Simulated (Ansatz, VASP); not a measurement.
## WC in VASP and in Ansatz

File INCAR:

```
ALGO = Normal
EDIFF = 1E-6
ENCUT = 520
GGA = PE
ISIF = 2
ISMEAR = -1
LASPH = True
LCHARG = True
LELF = True
LREAL = False
LVHAR = True
LWAVE = False
NBANDS = 16
NELM = 60
PREC = Accurate
SIGMA = 0.15
```

File KPOINTS:

```
k-points
0
Gamma
  11 11 10
```

The input POSCAR:

```
WC
1.0
    2.9065000000      0.0000000000      0.0000000000
   -1.4532500000      2.5171000000      0.0000000000
    0.0000000000      0.0000000000      2.8366000000
W C
1 1
Direct
    0.0000000000      0.0000000000      0.0000000000
    0.6666666667      0.3333333333      0.5000000000
```

Input for Ansatz:

```yaml
crystal:
  lattice:
    - [2.9065, 0.0, 0.0]
    - [-1.45325, 2.5171, 0.0]
    - [0.0, 0.0, 2.8366]
  atoms:
    - { symbol: W, position: [0.0, 0.0, 0.0] }
    - { symbol: C, position: [0.6666666666666666, 0.3333333333333333, 0.5] }
basis:
  ecutwfc: 571.4391111657479
kpoints:
  mp_grid:
    grid: [11, 11, 10]
hamiltonian:
  xc: pbe
scf:
  convergence:
    dr2_threshold: 1.0e-10
  occupations:
    method: fermi_dirac
    width: 0.15
output:
  stress: true
```

Alike in both runs: task single point; functional PBE; k mesh 11 × 11 × 10; occupations fermi-dirac, width 0.15 eV; no spin polarisation.

|  | VASP | Ansatz |
| --- | --- | --- |
| version | VASP 6.6.1 | Ansatz 0.2.0 |
| potentials or method | VASP PAW PBE potentials, release 64 (W_sv, C), cutoff 520 eV | plane waves, PAW |
| valence electrons in the cell | 18 | 18 |

```csv
,VASP,Ansatz,Ansatz less VASP
pressure (GPa),6.8,5.6,-1.15
"traceless stress, the component that is largest in VASP (GPa)",-0.40,-0.61,-0.210
```

Neither program's run includes spin-orbit coupling.
